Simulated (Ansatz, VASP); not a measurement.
Mo: VASP beside Ansatz

INCAR

```
SYSTEM = Mo
PREC     = Accurate       ! precision mode
ENCUT    = 520            ! plane-wave cutoff, eV
EDIFF    = 1E-6           ! SCF threshold, eV
ISMEAR   = -1             ! smearing method
SIGMA    = 0.1            ! smearing width, eV
LREAL    = .False.        ! projectors in reciprocal space
LASPH    = .True.         ! aspherical terms in the spheres
NELM     = 60             ! most SCF steps
ALGO     = Normal         ! electronic algorithm
ISIF     = 2              ! what is computed and relaxed
LWAVE    = .False.        ! write WAVECAR
LCHARG   = .False.        ! write CHGCAR
GGA      = PE             ! functional
NBANDS   = 13             ! bands
```

KPOINTS

```
regular mesh
0
Gamma
  13 13 13
  0 0 0
```

The input POSCAR:

```
Mo
1.0
   -1.6009088627      1.6009088627      1.6009088627
    1.6009088627     -1.6009088627      1.6009088627
    1.6009088627      1.6009088627     -1.6009088627
Mo
1
Direct
    0.0000000000      0.0000000000      0.0000000000
```

Input for Ansatz:

```yaml
crystal:
  lattice:
    - [-1.6009088626597618, 1.6009088626597618, 1.6009088626597618]
    - [1.6009088626597618, -1.6009088626597618, 1.6009088626597618]
    - [1.6009088626597618, 1.6009088626597618, -1.6009088626597618]
  atoms:
    - { symbol: Mo, position: [0.0, 0.0, 0.0] }
basis:
  ecutwfc: 500.0
kpoints:
  mp_grid:
    grid: [13, 13, 13]
hamiltonian:
  xc: pbe
scf:
  convergence:
    dr2_threshold: 1.0e-10
  occupations:
    method: fermi_dirac
    width: 0.1
output:
  stress: true
```

Alike in both runs: task single point; functional PBE; k mesh 13 × 13 × 13; occupations fermi-dirac, width 0.1 eV; no spin polarisation.

|  | VASP | Ansatz |
| --- | --- | --- |
| version | VASP 6.6.1 | Ansatz 0.2.0 |
| potentials or method | VASP PAW PBE potentials, release 64 (Mo_sv), cutoff 520 eV | plane waves, PAW |
| valence electrons in the cell | 14 | 14 |

Ansatz gave:

- pressure (GPa): -9.3

**Question.** What did VASP give for the same quantities?

**Answer.** Pressure (GPa): -8.9.

The functional is the same, so the differences come from potentials, cutoffs and numerics.
